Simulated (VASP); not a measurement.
Crystal: Zn.

```
Zn
1.0
     2.72235    0.00000    0.00000
    -1.36118    2.35763    0.00000
     0.00000    0.00000    4.41021
Zn
2
Direct
  0.33333 0.66667 0.25000
  0.66667 0.33333 0.75000
```

| Item | Value |
| --- | --- |
| Program | VASP 6.6.1 |
| Task | relaxation of cell and atoms |
| Functional | PBEsol |
| Potentials or basis | VASP PAW PBE potentials, release 64 (Zn) |
| Cutoff | 600 eV |
| k mesh | 18 × 18 × 10 |
| Occupations | fermi-dirac, width 0.1 eV |
| Spin | no spin polarisation |

At the start: pressure -0.8 GPa; volume 14.15 Å³/atom.

Problem. Where does the relaxation end?

Solution. Over 18 steps the energy falls by 10.3 meV/atom and the volume is 14.35 Å³/atom (+1.4 %); space group P6_3/mmc (No. 194, to 0.05 Å).

The path:
```csv
step,energy change (eV),largest force (eV/Å),pressure (GPa),volume (Å³)
1,0.0000,0.0000,-0.85,28.31
2,-0.0015,0.0000,0.21,28.00
3,-0.0015,0.0000,0.09,27.98
4,-0.0016,0.0000,0.25,27.93
5,-0.0024,0.0000,0.23,27.94
6,-0.0049,0.0000,0.24,27.96
7,-0.0090,0.0000,0.51,27.98
8,-0.0156,0.0000,2.05,27.94
9,0.1311,0.0000,10.28,27.59
10,-0.0156,0.0000,2.18,27.94
11,-0.0160,0.0000,2.22,27.97
12,-0.0167,0.0000,2.21,28.06
13,-0.0163,0.0000,1.89,28.23
14,-0.0169,0.0000,2.02,28.12
15,-0.0176,0.0000,1.82,28.17
16,-0.0191,0.0000,1.23,28.33
17,-0.0206,0.0000,0.17,28.64
18,-0.0206,0.0000,-0.02,28.69
```

Final structure:
```yaml
crystal:
  lattice:
    - [2.59450, 0.00000, 0.00000]
    - [-1.29725, 2.24690, 0.00000]
    - [0.00000, 0.00000, 4.92174]
  atoms:
    - { symbol: Zn, position: [0.33333, 0.66667, 0.25000] }
    - { symbol: Zn, position: [0.66667, 0.33333, 0.75000] }
```

Caveat: the PAW data sets were made with another functional, which shifts forces and pressure a little.
